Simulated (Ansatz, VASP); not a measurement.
## Two plane-wave programs on Al3Cl

INCAR

```
SYSTEM = Al3Cl
ALGO = Normal ; EDIFF = 1E-7
EDIFFG = -0.04 ; ENCUT = 600
GGA = PE ; IBRION = 2
ISIF = 3 ; ISMEAR = 0
LASPH = .True. ; LCHARG = .False.
LREAL = .False. ; LWAVE = .False.
NELM = 60 ; NSW = 90
PREC = Accurate ; SIGMA = 0.1
```

The input KPOINTS:

```
k-points
0
Gamma
  6 6 6
  0 0 0
```

Contents of POSCAR:

```
Al3Cl
1.0
    2.4871957000      1.4359831100      4.3204504800
   -2.4871957000      1.4359831100      4.3204504800
    0.0000000000     -2.8719662200      4.3204504800
Al Cl
3 1
Direct
    0.5000000000      0.5000000000      0.0000000000
    0.0000000000      0.5000000000      0.5000000000
    0.5000000000      0.0000000000      0.5000000000
    0.0000000000      0.0000000000      0.0000000000
```

Input for Ansatz:

```yaml
crystal:
  lattice:
    - [2.4871957, 1.43598311, 4.32045048]
    - [-2.4871957, 1.43598311, 4.32045048]
    - [0.0, -2.87196622, 4.32045048]
  atoms:
    - { symbol: Al, position: [0.5, 0.5, 0.0] }
    - { symbol: Al, position: [0.0, 0.5, 0.5] }
    - { symbol: Al, position: [0.5, 0.0, 0.5] }
    - { symbol: Cl, position: [0.0, 0.0, 0.0] }
basis:
  ecutwfc: 420
kpoints:
  mp_grid: { grid: [6, 6, 6] }
hamiltonian:
  xc: pbe
scf:
  occupations: { method: gaussian, width: 0.1 }
  lower_state_search: "off"
output:
  forces: true
  stress: true
  eigenvalues: true
relax:
  adjacent_minimum: "off"
  f_tol: 0.04
  max_steps: 70
  cell: { stress_tol: 0.4 }
```

Alike in both runs: task relaxation of cell and atoms; functional PBE; k mesh 6 × 6 × 6; occupations gaussian, width 0.1 eV; no spin polarisation.

```csv
,VASP,Ansatz
version,VASP 6.6.1,Ansatz 0.2.0
potentials or method,"VASP PAW PBE potentials, release 64 (Al, Cl), cutoff 600 eV","scalar-relativistic, plane waves, PAW"
valence electrons in the cell,16,16
```

|  | VASP | Ansatz | Ansatz less VASP |
| --- | --- | --- | --- |
| gap on the k mesh at the Fermi level, each at its own relaxed structure (eV) | none | none | - |
| relaxed volume (Å³/atom) | 20.48 | 20.39 | -0.083 |
| relaxed length of the cell vector where the two differ most in proportion (Å) | 4.354 | 4.337 | -0.0172 |

A gap of «none» marks a metal or a gap that the smearing closes.
